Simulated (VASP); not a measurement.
Here is a VASP 6.6.1 calculation.

INCAR

```
PREC = Accurate
ENCUT = 520
EDIFF = 1E-7
ISMEAR = 0
SIGMA = 0.1
LREAL = F
LASPH = T
NELM = 60
ALGO = Normal
ISIF = 2
LWAVE = F
LCHARG = T
GGA = PS
LELF = T
LVHAR = T
NBANDS = 11
```

KPOINTS

```
Automatic mesh
0
Gamma
  24 24 22
```

POSCAR

```
Pt
1.0
    2.6541780233      0.0000000000      0.0000000000
   -1.3270890116      2.2985855944      0.0000000000
    0.0000000000      0.0000000000      2.6505788171
Pt
1
Direct
    0.0000000000      0.0000000000      0.0000000000
```

Potentials or basis: VASP PAW PBE potentials, release 64 (Pt).

Command:

```bash
$ cat potpaw_PBE.64/Pt/POTCAR > POTCAR
$ mpirun -np 1 vasp_std > vasp.out
```

Q: Estimate the pressure.

A: -0.4 GPa.

Q: What does it give for the band gap on the k mesh?

A: Zero (bands 5 and 6 overlap by 2.99 eV).

Stress tensor (GPa, compression positive):
```
-0.40  0.00  0.00
 0.00 -0.40  0.00
 0.00  0.00 -0.52
```

Caveat: the PAW data sets were made with another functional, which shifts forces and pressure a little; spin-orbit coupling is left out, which moves the levels of the heavy elements.
